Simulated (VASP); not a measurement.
# Si2W (MoSi2 type) (I4/mmm) in VASP: notebook

Runs on Si2W (MoSi2 type). Level: PBE. Tasks: single point.

Everything below comes from runs of VASP 6.6.1. Logs are shortened: lines on timing, memory, paths and dates and some standing lists are left out, and cuts for length are marked.

**1. The cell of the first run**

It takes space group I4/mmm (No. 139, tetragonal). The conventional cell has a = 3.229 Å, b = 3.229 Å, c = 7.870 Å, α = 90.00°, β = 90.00°, γ = 90.00°. Within 3.5 Å of W (site symmetry 4/mmm) lie 10 Si at 2.63 Å and 4 W at 3.23 Å. Within 3.4 Å of Si (site symmetry 4mm) lie 9 Si at 2.60 to 3.23 Å and 5 W at 2.63 Å.

**2. Single point, PBE**

INCAR reads:

```
ALGO = Normal ; EDIFF = 1E-6
ENCUT = 520 ; GGA = PE
ISIF = 2 ; ISMEAR = -1
LASPH = True ; LCHARG = True
LELF = True ; LREAL = False
LVHAR = True ; LWAVE = False
NBANDS = 18 ; NELM = 100
PREC = Accurate ; SIGMA = 0.1
```

KPOINTS reads:

```
k-points
0
Gamma
  14 14 14
```

POSCAR reads:

```
Si2W
1.0
   -1.6143353797      1.6143353797      3.9349081566
    1.6143353797     -1.6143353797      3.9349081566
    1.6143353797      1.6143353797     -3.9349081566
W Si
1 2
Direct
    0.0000000000      0.0000000000      0.0000000000
    0.3345059879      0.3345059879      0.0000000000
   -0.3345059879     -0.3345059879      0.0000000000
```

Potentials or basis: VASP PAW PBE potentials, release 64 (W_sv, Si).

Run with:

```sh
> cat potpaw_PBE.64/W_sv/POTCAR potpaw_PBE.64/Si/POTCAR > POTCAR
> mpirun -np 1 vasp_std > vasp.out
```

OUTCAR:

```text
EDIFF = 1E-6
   ENCUT = 520
   GGA = PE
   ISIF = 2
   ISMEAR = -1
   LASPH = True
   LREAL = False
   NELM = 100
   PREC = Accurate

 ion  position               nearest neighbor table
   1  0.000  0.000  0.000-   3 2.63   3 2.63   3 2.63   2 2.63   3 2.63   2 2.63   2 2.63   2 2.63
                             2 2.63   3 2.63
   2  0.335  0.335  0.000-   3 2.60   1 2.63   1 2.63   1 2.63   1 2.63   1 2.63   3 2.64   3 2.64
                             3 2.64   3 2.64
   3  0.665  0.665  0.000-   2 2.60   1 2.63   1 2.63   1 2.63   1 2.63   1 2.63   2 2.64   2 2.64
                             2 2.64   2 2.64

  LATTYP: Found a body centered tetragonal cell.
 ALAT       =     3.2286707594
 C/A-ratio  =     2.4374787334

  Lattice vectors:

 A1 = (  -1.6143353797,   1.6143353797,   3.9349081566)
 A2 = (   1.6143353797,  -1.6143353797,   3.9349081566)
 A3 = (   1.6143353797,   1.6143353797,  -3.9349081566)

Analysis of symmetry for initial positions (statically):
=====================================================================
 Subroutine PRICEL returns:
 Original cell was already a primitive cell.

 Routine SETGRP: Setting up the symmetry group for a
 body centered tetragonal supercell.

 Subroutine GETGRP returns: Found 16 space group operations
 (whereof 16 operations were pure point group operations)
 out of a pool of 16 trial point group operations.

The static configuration has the point symmetry D_4h.

Analysis of symmetry for dynamics (positions and initial velocities):
=====================================================================
 Subroutine PRICEL returns:
 Original cell was already a primitive cell.

 Routine SETGRP: Setting up the symmetry group for a
 body centered tetragonal supercell.

 Subroutine GETGRP returns: Found 16 space group operations
 (whereof 16 operations were pure point group operations)
 out of a pool of 16 trial point group operations.

The dynamic configuration has the point symmetry D_4h.

 Subroutine INISYM returns: Found 16 space group operations
 (whereof 16 operations are pure point group operations),
 and found     1 'primitive' translations

----------------------------------------------------------------------------------------

                                     Primitive cell

  volume of cell :      41.0187

  direct lattice vectors                    reciprocal lattice vectors
    -1.614335380  1.614335380  3.934908157     0.000000000  0.309724984  0.127067769
[... 88 lines left out ...]
   EDIFF  = 0.1E-05   stopping-criterion for ELM
   LREAL  =      F    real-space projection
   EDIFFG = 0.1E-04   stopping-criterion for IOM
   NSW    =      0    number of steps for IOM
   IBRION =     -1    ionic relax: 0-MD 1-quasi-New 2-CG
   NFREE  =      0    steps in history (QN), initial steepest desc. (CG)
   ISIF   =      2    stress and relaxation
   ISYM   =      2    0-nonsym 1-usesym 2-fastsym
   POTIM  = 0.5000    time-step for ionic-motion
   TEBEG  =    0.0;   TEEND  =   0.0 temperature during run
   PSTRESS=    0.0 pullay stress
   NELECT =      22.0000    total number of electrons
   NUPDOWN=      -1.0000    fix difference up-down
   EMIN   =  10.00;   EMAX   =-10.00  energy-range for DOS
   EFERMI =   0.00;   METHOD = LEGACY
   ISMEAR =    -1;   SIGMA  =   0.10  broadening in eV -4-tet -1-fermi 0-gaus
   EFERMI_NEDOS =   21; number of points for ismear=-14 and -15
   IALGO  =     38    algorithm
   IMIX   =      4    mixing-type and parameters
     AMIX     =   0.40;   BMIX     =  1.00
     AMIX_MAG =   1.60;   BMIX_MAG =  1.00
  volume/ion in A,a.u.               =      13.67        92.27
  Fermi-wavevector in a.u.,A,eV,Ry     =   1.330112  2.513548 24.071415  1.769199
  Thomas-Fermi vector in A             =   2.459224
   LORBIT       =      0    0 simple, 1 ext, 2 COOP (PROOUT), +10 PAW based schemes
   GGA     = PE    functional components
   LHFCALC =     F    Hartree Fock is set to
   AEXX    =    0.0000 exact exchange contribution
   IVDW    =     0    specifies the selected vdW correction
   LEPSILON=     F    determine dielectric tensor
   LRPA    =     F    only Hartree local field effects (RPA)
 non-spin polarized calculation
  energy-cutoff  :      520.00
  volume of cell :       41.02
 maximum number of plane-waves:      1134
 NGX is ok and might be reduce to    36
   NGX = 17   NGY = 17   NGZ = 17

 number of electron      22.0000000 magnetization

 Free energy of the ion-electron system (eV)
  ---------------------------------------------------
  ext. energy  EPLUGINS =         0.00000000
  ---------------------------------------------------
  free energy    TOTEN  =       -24.81940224 eV

  energy without entropy =      -24.80823539  energy(sigma->0) =      -24.81381882

 E-fermi :  11.7596     XC(G=0): -12.4606

 val. band max:       11.7578475840   @ k =  -0.4286  -0.4286   0.2857
 cond. band min:      11.7751334928   @ k =  -0.3571   0.5000   0.3571
 fundamental gap:      0.0172859088
 Fermi energy:        11.7596121044

 k-point     1 :       0.0000    0.0000    0.0000
  band No.  band energies     occupation
      1     -62.1308      2.00000
      2     -26.3788      2.00000
      3     -26.3633      2.00000
      4     -26.3633      2.00000
      5      -2.2039      2.00000
      6       4.9980      2.00000
[... 481 lines left out ...]
      5      -0.2067      2.00000
      6       4.0710      2.00000
[... 10 lines left out ...]
     17      18.5909      0.00000
     18      19.9241      0.00000

 [... further k-points ...]

------------------------ aborting loop because EDIFF is reached ----------------------------------------

  FORCE on cell =-STRESS in cart. coord.  units (eV):
  Direction    XX          YY          ZZ          XY          YZ          ZX
  --------------------------------------------------------------------------------------
  -------------------------------------------------------------------------------------
  Total        0.0305173      0.0305173     -0.0008254      0.0000000      0.0000000      0.0000000
  in kB        1.1919946      1.1919946     -0.0322414      0.0000000      0.0000000      0.0000000
  external PRESSURE =       0.7839159 kB  Pullay stress =       0.0000000 kB

 VOLUME and BASIS-vectors are now :
 -----------------------------------------------------------------------------
  energy-cutoff  :      520.00
  volume of cell :       41.02
      direct lattice vectors                 reciprocal lattice vectors
    -1.614335380  1.614335380  3.934908157     0.000000000  0.309724984  0.127067769
     1.614335380 -1.614335380  3.934908157     0.309724984  0.000000000  0.127067769
     1.614335380  1.614335380 -3.934908157     0.309724984  0.309724984  0.000000000

 POSITION                                       TOTAL-FORCE (eV/Angst)
 -----------------------------------------------------------------------------------
      0.00000      0.00000      0.00000         0.000000      0.000000     -0.000000
      0.00000      0.00000      2.63250         0.000000      0.000000     -0.002242
      0.00000      0.00000      5.23732        -0.000000     -0.000000      0.002242
 -----------------------------------------------------------------------------------
    total drift:                               -0.000000     -0.000000      0.000000

  FREE ENERGIE OF THE ION-ELECTRON SYSTEM (eV)
  ---------------------------------------------------
  free  energy   TOTEN  =       -24.8194022406 eV

  energy  without entropy=      -24.8082353922  energy(sigma->0) =      -24.81381882
```

OSZICAR:

```text
N       E                     dE             d eps       ncg     rms          rms(c)
DAV:   1     0.131495475982E+03    0.13150E+03   -0.10879E+04  8792   0.123E+03
DAV:   2    -0.210694586860E+02   -0.15256E+03   -0.14901E+03 10096   0.322E+02
DAV:   3    -0.256606132518E+02   -0.45912E+01   -0.45277E+01 10858   0.500E+01
DAV:   4    -0.257046810972E+02   -0.44068E-01   -0.43920E-01 10498   0.503E+00
DAV:   5    -0.257051401516E+02   -0.45905E-03   -0.45901E-03 10472   0.557E-01    0.247E+01
DAV:   6    -0.249252898422E+02    0.77985E+00   -0.37346E+00  9496   0.135E+01    0.831E+00
DAV:   7    -0.248435818766E+02    0.81708E-01   -0.26953E-01  9420   0.288E+00    0.456E+00
DAV:   8    -0.248198914866E+02    0.23690E-01   -0.48575E-02  9814   0.173E+00    0.334E-01
DAV:   9    -0.248194973118E+02    0.39417E-03   -0.11362E-03 10206   0.268E-01    0.200E-01
DAV:  10    -0.248194088968E+02    0.88415E-04   -0.29090E-04 10374   0.148E-01    0.378E-02
DAV:  11    -0.248194019699E+02    0.69270E-05   -0.40167E-05 10070   0.462E-02    0.181E-02
DAV:  12    -0.248194022406E+02   -0.27071E-06   -0.18085E-06  7310   0.886E-03
   1 F= -.24819402E+02 E0= -.24813819E+02  d E =-.111668E-01
```

stdout:

```text
POSCAR found type information on POSCAR W Si
 POSCAR found :  2 types and       3 ions
 scaLAPACK will be used
 LDA part: xc-table for (Slater+PW92), standard interpolation
 POSCAR, INCAR and KPOINTS ok, starting setup
 FFT: planning ... GRIDC
 FFT: planning ... GRID_SOFT
 FFT: planning ... GRID
 WAVECAR not read
 entering main loop
```

Wall time 78 s (1 thread of Intel Xeon 6975P-C (Granite Rapids), shared host); peak memory 0.32 GiB.

Results:

```
Free energy            : -24.8194 eV
Pressure               : 0.1 GPa
Band gap on the k mesh : zero (bands 11 and 12 overlap by 1.25 eV)
```

Forces on the atoms (eV/Å):
```
W    0.000  0.000  0.000
Si   0.000  0.000 -0.002
Si   0.000  0.000  0.002
```

Levels at points of the mesh, in eV from the Fermi level:
```csv
k point,band 9,band 10,band 11,band 12,band 13,band 14
"(0.00, 0.00, 0.00)",-2.81,-2.81,0.60,2.65,2.97,3.04
"(0.50, 0.00, 0.00)",-2.75,-2.72,-0.42,2.65,2.75,3.90
"(0.50, 0.50, 0.00)",-4.97,-3.20,-1.76,2.72,2.91,3.06
"(0.50, 0.50, 0.50)",-0.85,-0.85,-0.49,-0.49,0.78,4.43
```

Caveat: spin-orbit coupling is left out, which moves the levels of the heavy elements.

**3. Single point, PBE**

INCAR reads:

```
SYSTEM = Si2W
PREC = Accurate
ENCUT = 520
EDIFF = 1E-6
ISMEAR = -1
SIGMA = 0.1
LREAL = .FALSE.
LASPH = .TRUE.
NELM = 80
ALGO = Normal
ISIF = 2
LWAVE = .FALSE.
LCHARG = .FALSE.
GGA = PE
NBANDS = 18
```

KPOINTS reads:

```
regular mesh
0
G
  14 14 14
  0 0 0
```

POSCAR is that of step 2.

Potentials or basis: VASP PAW PBE potentials, release 64 (W_sv, Si).

Run with:

```sh
> cat potpaw_PBE.64/W_sv/POTCAR potpaw_PBE.64/Si/POTCAR > POTCAR
> mpirun -np 1 vasp_std > vasp.out
```

Run time: 75 s. Hardware: 1 thread of Intel Xeon 6975P-C (Granite Rapids), shared host; peak memory 0.33 GiB.

Results (log left out):

```yaml
Free_energy: -24.8194 eV
Pressure: 0.1 GPa
Band_gap_on_the_k_mesh: zero (bands 11 and 12 overlap by 1.25 eV)
```

Forces in eV/Å, atoms in the order of the input:
```
W    0.000  0.000  0.000
Si   0.000  0.000 -0.002
Si   0.000  0.000  0.002
```

Stress tensor (GPa, compression positive):
```
0.12 0.00 0.00
0.00 0.12 0.00
0.00 0.00 0.00
```

Levels at points of the mesh, in eV from the Fermi level:
| k point | band 7 | band 8 | band 9 | band 10 | band 11 | band 12 | band 13 | band 14 | band 15 | band 16 |
| --- | --- | --- | --- | --- | --- | --- | --- | --- | --- | --- |
| (0.00, 0.00, 0.00) | -3.77 | -3.25 | -2.81 | -2.81 | 0.60 | 2.65 | 2.97 | 3.04 | 3.04 | 4.54 |
| (0.50, 0.00, 0.00) | -5.68 | -4.82 | -2.75 | -2.72 | -0.42 | 2.65 | 2.75 | 3.90 | 4.30 | 5.07 |
| (0.50, 0.50, 0.00) | -5.95 | -5.51 | -4.97 | -3.20 | -1.76 | 2.72 | 2.91 | 3.06 | 3.84 | 4.31 |
| (0.50, 0.50, 0.50) | -3.76 | -2.55 | -0.85 | -0.85 | -0.49 | -0.49 | 0.78 | 4.43 | 4.72 | 6.13 |

Caveat: spin-orbit coupling is left out, which moves the levels of the heavy elements.
